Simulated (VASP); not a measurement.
# BaTiO3 (Barioperovskite) (Amm2) in VASP: notebook

The runs below take BaTiO3 (Barioperovskite) through single point, with PBEsol, PBEsol+U.

Everything below comes from runs of VASP 6.6.1. Logs are shortened: lines on timing, memory, paths and dates and some standing lists are left out, and cuts for length are marked.

## Step 1: The cell of the first run

The structure is orthorhombic, space group Amm2 (No. 38). Conventional cell: a = 3.986 Å, b = 5.674 Å, c = 5.690 Å, α = 90.00°, β = 90.00°, γ = 90.00°. Ba (site symmetry mm2) has 12 O at 2.77 to 2.92 Å and 8 Ti at 3.42 to 3.53 Å within 3.7 Å. Within 2.6 Å of Ti (site symmetry mm2) lie 6 O at 1.93 to 2.09 Å. Within 2.6 Å of O (site symmetry mm2) lie 2 Ti at 2.00 Å. Within 2.6 Å of O (site symmetry m) lie 2 Ti at 1.93 to 2.09 Å.

## Step 2: Single point, PBEsol

INCAR

```
PREC     = Accurate       # precision mode
ENCUT    = 520            # plane-wave cutoff, eV
EDIFF    = 1E-7           # SCF threshold, eV
ISMEAR   = 0              # smearing method
SIGMA    = 0.01           # smearing width, eV
LREAL    = F              # projectors in reciprocal space
LASPH    = T              # aspherical terms in the spheres
NELM     = 100            # most SCF steps
ALGO     = Normal         # electronic algorithm
ISIF     = 2              # what is computed and relaxed
LWAVE    = F              # write WAVECAR
LCHARG   = T              # write CHGCAR
GGA      = PS             # functional
LELF     = T              # ELF
LVHAR    = T            
NBANDS   = 28             # bands
```

KPOINTS

```
regular mesh
0
Gamma
  4 4 4
```

POSCAR

```
BaTiO3
1.0
    3.9855000000      0.0000000000      0.0000000000
    0.0000000000      2.8369000000      2.8451500000
    0.0000000000     -2.8369000000      2.8451500000
Ba Ti O
1 1 3
Direct
    0.0000000000      0.0000000000      0.0000000000
    0.5000000000      0.5124000000      0.5124000000
    0.0000000000      0.4874000000      0.4874000000
    0.5000000000      0.5052399996      0.9918399996
    0.5000000000      0.9918399996      0.5052399996
```

Potentials or basis: VASP PAW PBE potentials, release 64 (Ba_sv, Ti_sv, O).

Command:

```
$ cat potpaw_PBE.64/Ba_sv/POTCAR potpaw_PBE.64/Ti_sv/POTCAR potpaw_PBE.64/O/POTCAR > POTCAR
$ mpirun -np 1 vasp_std > vasp.out
```

OUTCAR:

```text
PREC = Accurate
   ENCUT = 520
   EDIFF = 1E-7
   ISMEAR = 0
   LREAL = F
   LASPH = T
   NELM = 100
   ISIF = 2
   GGA = PS

 ion  position               nearest neighbor table
   1  0.000  0.000  0.000-   3 2.77   4 2.81   5 2.81   4 2.81   5 2.81   3 2.84   3 2.84   4 2.84
                             5 2.84   5 2.84   4 2.84   3 2.92   2 3.42   2 3.42   2 3.47   2 3.47
   2  0.500  0.512  0.512-   4 1.93   5 1.93   3 2.00   3 2.00   5 2.09   4 2.09   1 3.42   1 3.42
                             1 3.47   1 3.47   1 3.47   1 3.47   1 3.53   1 3.53
   3  0.000  0.487  0.487-   2 2.00   2 2.00   1 2.77   1 2.84   1 2.84   1 2.92
   4  0.500  0.505  0.992-   2 1.93   2 2.09   1 2.81   1 2.81   1 2.84   1 2.84
   5  0.500  0.992  0.505-   2 1.93   2 2.09   1 2.81   1 2.81   1 2.84   1 2.84

  LATTYP: Found a base centered orthorhombic cell.
 ALAT       =     5.6738000000
 B/A-ratio  =     1.0029081039
 C/A-ratio  =     0.7024392823

  Lattice vectors:

 A1 = (   0.0000000000,   2.8369000000,  -2.8451500000)
 A2 = (   0.0000000000,   2.8369000000,   2.8451500000)
 A3 = (   3.9855000000,   0.0000000000,   0.0000000000)

Analysis of symmetry for initial positions (statically):
=====================================================================
 Subroutine PRICEL returns:
 Original cell was already a primitive cell.

 Routine SETGRP: Setting up the symmetry group for a
 base centered orthorhombic supercell.

 Subroutine GETGRP returns: Found  4 space group operations
 (whereof  4 operations were pure point group operations)
 out of a pool of  8 trial point group operations.

The static configuration has the point symmetry C_2v.

Analysis of symmetry for dynamics (positions and initial velocities):
=====================================================================
 Subroutine PRICEL returns:
 Original cell was already a primitive cell.

 Routine SETGRP: Setting up the symmetry group for a
 base centered orthorhombic supercell.

 Subroutine GETGRP returns: Found  4 space group operations
 (whereof  4 operations were pure point group operations)
 out of a pool of  8 trial point group operations.

The dynamic configuration has the point symmetry C_2v.

 Subroutine INISYM returns: Found  4 space group operations
 (whereof  4 operations are pure point group operations),
 and found     1 'primitive' translations

----------------------------------------------------------------------------------------

                                     Primitive cell

  volume of cell :      64.3372

  direct lattice vectors                    reciprocal lattice vectors
     3.985500000  0.000000000  0.000000000     0.250909547  0.000000000  0.000000000
     0.000000000  2.836900000  2.845150000     0.000000000  0.176248722  0.175737659
     0.000000000 -2.836900000  2.845150000     0.000000000 -0.176248722  0.175737659

  length of vectors
     3.985500000  4.017820321  4.017820321     0.250909547  0.248892219  0.248892219

  position of ions in fractional coordinates (direct lattice)
     0.000000000  0.000000000  0.000000000
     0.500000000  0.512400000  0.512400000
     0.000000000  0.487400000  0.487400000
     0.500000000  0.505240000  0.991840000
     0.500000000  0.991840000  0.505240000

  ion indices of the primitive-cell ions
   primitive index   ion index
                 1           1
                 2           2
                 3           3
                 4           4
                 5           5

----------------------------------------------------------------------------------------

 KPOINTS: regular mesh

Automatic generation of k-mesh.
 Grid dimensions read from file:
 generate k-points for:    4    4    4

 Generating k-lattice:

  Cartesian coordinates                     Fractional coordinates (reciprocal lattice)
     0.062727387  0.000000000  0.000000000     0.250000000  0.000000000  0.000000000
     0.000000000  0.044062181  0.043934415     0.000000000  0.250000000  0.000000000
     0.000000000 -0.044062181  0.043934415     0.000000000  0.000000000  0.250000000

  Length of vectors
     0.062727387  0.062223055  0.062223055

  Shift w.r.t. Gamma in fractional coordinates (k-lattice)
     0.000000000  0.000000000  0.000000000

 Subroutine IBZKPT returns following result:
 ===========================================

 Found     21 irreducible k-points:

 Following reciprocal coordinates:
            Coordinates               Weight
  0.000000  0.000000  0.000000      1.000000
  0.250000  0.000000  0.000000      2.000000
  0.500000  0.000000  0.000000      1.000000
  0.000000  0.250000  0.000000      4.000000
  0.250000  0.250000  0.000000      8.000000
  0.500000  0.250000  0.000000      4.000000
[... 13 lines left out ...]
  0.250000  0.500000  0.500000      2.000000
  0.500000  0.500000  0.500000      1.000000
   k-points           NKPTS =     21   k-points in BZ     NKDIM =     21   number of bands    NBANDS=     28
   number of dos      NEDOS =    301   number of ions     NIONS =      5
   total plane-waves  NPLWV =  27000
   dimension x,y,z NGX =    30 NGY =   30 NGZ =   30
   dimension x,y,z NGXF=    60 NGYF=   60 NGZF=   60
   ions per type =               1   1   3
   NGX,Y,Z   is equivalent  to a cutoff of  12.51, 12.41, 12.41 a.u.
   NGXF,Y,Z  is equivalent  to a cutoff of  25.03, 24.83, 24.83 a.u.
 SYSTEM =  unknown system
   PREC   = accura    normal or accurate (medium, high low for compatibility)
   ISTART =      0    job   : 0-new  1-cont  2-samecut
   ICHARG =      2    charge: 1-file 2-atom 10-const
   ISPIN  =      1    spin polarized calculation?
   LNONCOLLINEAR =      F non collinear calculations
   LSORBIT =      F    spin-orbit coupling
   LASPH  =      T    aspherical Exc in radial PAW
   ENCUT  =  520.0 eV  38.22 Ry    6.18 a.u.   7.41  7.47  7.47*2*pi/ulx,y,z
   NELM   =    100;   NELMIN=  2; NELMDL= -5     # of ELM steps
   EDIFF  = 0.1E-06   stopping-criterion for ELM
   LREAL  =      F    real-space projection
   EDIFFG = 0.1E-05   stopping-criterion for IOM
   NSW    =      0    number of steps for IOM
   IBRION =     -1    ionic relax: 0-MD 1-quasi-New 2-CG
   NFREE  =      0    steps in history (QN), initial steepest desc. (CG)
   ISIF   =      2    stress and relaxation
   ISYM   =      2    0-nonsym 1-usesym 2-fastsym
   POTIM  = 0.5000    time-step for ionic-motion
   TEBEG  =    0.0;   TEEND  =   0.0 temperature during run
   PSTRESS=    0.0 pullay stress
   NELECT =      40.0000    total number of electrons
   NUPDOWN=      -1.0000    fix difference up-down
   EMIN   =  10.00;   EMAX   =-10.00  energy-range for DOS
   EFERMI =   0.00;   METHOD = LEGACY
   ISMEAR =     0;   SIGMA  =   0.01  broadening in eV -4-tet -1-fermi 0-gaus
   EFERMI_NEDOS =   21; number of points for ismear=-14 and -15
   IALGO  =     38    algorithm
   IMIX   =      4    mixing-type and parameters
     AMIX     =   0.40;   BMIX     =  1.00
     AMIX_MAG =   1.60;   BMIX_MAG =  1.00
  volume/ion in A,a.u.               =      12.87        86.83
  Fermi-wavevector in a.u.,A,eV,Ry     =   1.397250  2.640420 26.562762  1.952308
  Thomas-Fermi vector in A             =   2.520525
   LORBIT       =      0    0 simple, 1 ext, 2 COOP (PROOUT), +10 PAW based schemes
   GGA     = PS    functional components
   LHFCALC =     F    Hartree Fock is set to
   AEXX    =    0.0000 exact exchange contribution
   IVDW    =     0    specifies the selected vdW correction
   LEPSILON=     F    determine dielectric tensor
   LRPA    =     F    only Hartree local field effects (RPA)
 non-spin polarized calculation
 Gauss-broadening in eV      SIGMA  =   0.01
  energy-cutoff  :      520.00
  volume of cell :       64.34
 maximum number of plane-waves:      1753
 NGX is ok and might be reduce to    30
   NGX = 15   NGY = 15   NGZ = 15

 number of electron      39.9999995 magnetization

 Free energy of the ion-electron system (eV)
  ---------------------------------------------------
  ext. energy  EPLUGINS =         0.00000000
  ---------------------------------------------------
  free energy    TOTEN  =       -41.96647013 eV

  energy without entropy =      -41.96647013  energy(sigma->0) =      -41.96647013

 E-fermi :   3.7810     XC(G=0): -11.4952

 val. band max:        3.6649383060   @ k =   0.5000   0.5000   0.5000
 cond. band min:       5.4601206111   @ k =   0.0000   0.0000   0.0000
 fundamental gap:      1.7951823051
 Fermi energy:         3.7809862334

 k-point     1 :       0.0000    0.0000    0.0000
  band No.  band energies     occupation
      1     -52.6510      2.00000
      2     -28.9905      2.00000
      3     -28.9878      2.00000
      4     -28.9732      2.00000
      5     -21.1112      2.00000
      6     -13.1400      2.00000
[... 20 lines left out ...]
     27       8.6194      0.00000
     28      10.7910      0.00000

 k-point     2 :       0.2500    0.0000    0.0000
  band No.  band energies     occupation
      1     -52.6505      2.00000
      2     -29.0014      2.00000
      3     -28.9894      2.00000
      4     -28.9867      2.00000
      5     -21.0494      2.00000
      6     -13.2108      2.00000
[... 20 lines left out ...]
     27       9.6801      0.00000
     28      11.9610      0.00000

 k-point     3 :       0.5000    0.0000    0.0000
  band No.  band energies     occupation
      1     -52.6499      2.00000
      2     -29.0291      2.00000
      3     -28.9883      2.00000
      4     -28.9856      2.00000
      5     -20.9858      2.00000
      6     -13.3700      2.00000
[... 20 lines left out ...]
     27      11.1662      0.00000
     28      11.7972      0.00000

 k-point     4 :       0.0000    0.2500    0.0000
  band No.  band energies     occupation
      1     -52.6505      2.00000
      2     -29.0151      2.00000
      3     -28.9881      2.00000
      4     -28.9722      2.00000
      5     -21.0527      2.00000
      6     -13.2174      2.00000
[... 485 lines left out ...]
     27      11.7193      0.00000
     28      13.5125      0.00000

 k-point    20 :       0.2500    0.5000    0.5000
  band No.  band energies     occupation
      1     -52.6485      2.00000
      2     -29.0371      2.00000
      3     -29.0346      2.00000
      4     -28.9964      2.00000
      5     -20.8812      2.00000
      6     -12.5123      2.00000
[... 20 lines left out ...]
     27      11.6664      0.00000
     28      11.7410      0.00000

 k-point    21 :       0.5000    0.5000    0.5000
  band No.  band energies     occupation
      1     -52.6479      2.00000
      2     -29.0358      2.00000
      3     -29.0333      2.00000
      4     -29.0232      2.00000
      5     -20.8452      2.00000
      6     -12.2323      2.00000
[... 20 lines left out ...]
     27      11.4300      0.00000
     28      11.4672      0.00000

------------------------ aborting loop because EDIFF is reached ----------------------------------------

  FORCE on cell =-STRESS in cart. coord.  units (eV):
  Direction    XX          YY          ZZ          XY          YZ          ZX
  --------------------------------------------------------------------------------------
  -------------------------------------------------------------------------------------
  Total       -0.8195663     -0.7269426     -0.9869135      0.0000000      0.0000000      0.0000000
  in kB      -20.4095144    -18.1029221    -24.5769311      0.0000000      0.0000000      0.0000000
  external PRESSURE =     -21.0297892 kB  Pullay stress =       0.0000000 kB

 VOLUME and BASIS-vectors are now :
 -----------------------------------------------------------------------------
  energy-cutoff  :      520.00
  volume of cell :       64.34
      direct lattice vectors                 reciprocal lattice vectors
     3.985500000  0.000000000  0.000000000     0.250909547  0.000000000  0.000000000
     0.000000000  2.836900000  2.845150000     0.000000000  0.176248722  0.175737659
     0.000000000 -2.836900000  2.845150000     0.000000000 -0.176248722  0.175737659

 POSITION                                       TOTAL-FORCE (eV/Angst)
 -----------------------------------------------------------------------------------
      0.00000      0.00000      0.00000         0.000000      0.000000      0.157271
      1.99275      0.00000      2.91571         0.000000      0.000000      0.264974
      0.00000      0.00000      2.77345         0.000000      0.000000      0.186867
      1.99275     -1.38044      4.25942         0.000000      0.016391     -0.304556
      1.99275      1.38044      4.25942         0.000000     -0.016391     -0.304556
 -----------------------------------------------------------------------------------
    total drift:                                0.000000      0.000001      0.000582

  FREE ENERGIE OF THE ION-ELECTRON SYSTEM (eV)
  ---------------------------------------------------
  free  energy   TOTEN  =       -41.9664701261 eV

  energy  without entropy=      -41.9664701261  energy(sigma->0) =      -41.96647013
```

Wall time 42 s (1 thread of Intel Xeon Platinum 8375C at 2.90GHz (Ice Lake), shared host); peak memory 0.19 GiB.

Results:

* Free energy: -41.9665 eV
* Pressure: -2.1 GPa
* Largest force: 0.305 eV/Å
* Band gap on the k mesh: 1.80 eV, indirect (least direct gap 2.00 eV)

Forces on the atoms (eV/Å):
```
Ba   0.000  0.000  0.157
Ti   0.000  0.000  0.265
O    0.000  0.000  0.187
O    0.000  0.016 -0.305
O    0.000 -0.016 -0.305
```

Levels at points of the mesh, in eV from the valence-band top:
| k point | band 18 | band 19 | band 20 | band 21 | band 22 | band 23 |
| --- | --- | --- | --- | --- | --- | --- |
| (0.00, 0.00, 0.00) | -0.36 | -0.25 | -0.21 | 1.80 | 1.86 | 2.02 |
| (0.50, 0.00, 0.00) | -1.76 | -0.83 | -0.78 | 2.00 | 3.50 | 3.58 |
| (0.00, 0.50, 0.00) | -1.71 | -0.83 | -0.75 | 2.05 | 3.53 | 3.56 |
| (0.50, 0.50, 0.00) | -0.90 | -0.89 | -0.09 | 3.55 | 3.56 | 3.94 |
| (0.00, 0.50, 0.50) | -0.92 | -0.88 | -0.14 | 3.53 | 3.59 | 3.93 |
| (0.50, 0.50, 0.50) | -0.04 | -0.01 | 0.00 | 4.16 | 4.20 | 4.21 |

Caveat: the PAW data sets were made with another functional, which shifts forces and pressure a little; spin-orbit coupling is left out, which moves the levels of the heavy elements. A k mesh can miss the band edges.

(Part 1 of 2 ends here.)
